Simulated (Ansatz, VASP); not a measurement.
**NaH in VASP and in Ansatz**

```
CELL_PARAMETERS angstrom
3.41784 0.00000 0.00000
0.00000 3.41743 0.00000
0.00000 0.00000 4.82820
ATOMIC_POSITIONS crystal
Na 0.00000 0.00000 0.74982
Na 0.50000 0.50000 0.25018
H 0.00000 0.00000 0.25043
H 0.50000 0.50000 0.74957
```

Alike in both runs: functional PBE; k mesh 6 × 6 × 4; occupations gaussian, width 0.1 eV; no spin polarisation.

Ansatz relaxed the structure, and its values are those at the end. VASP's run is a single point on that final structure, the one shown.

|  | VASP | Ansatz |
| --- | --- | --- |
| version | VASP 6.6.1 | Ansatz 0.2.0 |
| potentials or method | VASP PAW PBE potentials, release 64 (Na_pv, H), cutoff 520 eV | scalar-relativistic, plane waves, PAW |
| valence electrons in the cell | 16 | 20 |

|  | VASP | Ansatz | Ansatz less VASP |
| --- | --- | --- | --- |
| gap on the k mesh at the Fermi level (eV) | 3.76 | 3.76 | +0.002 |
| least direct gap on the mesh (eV) | 4.62 | 4.62 | +0.005 |
| pressure (GPa) | 0.0 | 0.0 | +0.03 |

VASP's potentials hold 16 valence electrons a cell and Ansatz's 20, so a difference there can come from the potentials and not from the codes.
